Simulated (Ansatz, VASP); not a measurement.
**Sn in VASP and in Ansatz**

```
Sn
1.0
     0.00000    3.36118    3.36118
     3.36118    0.00000    3.36118
     3.36118    3.36118    0.00000
Sn
2
Direct
  0.50000 0.50000 0.50000
  0.75000 0.75000 0.75000
```

Alike in both runs: task single point; functional BLYP; k mesh 13 × 13 × 13; occupations fermi-dirac, width 0.1 eV; no spin polarisation.

|  | VASP | Ansatz |
| --- | --- | --- |
| version | VASP 6.6.1 | Ansatz 0.2.0 |
| potentials or method | VASP PAW PBE potentials, release 64 (Sn_d), cutoff 520 eV | plane waves (420 eV) with PAW, scalar-relativistic |
| valence electrons in the cell | 28 | 28 |

```csv
,VASP,Ansatz,Ansatz less VASP
pressure (GPa),1.2,1.2,+0.03
```

VASP's potentials were made for PBE, not for BLYP.
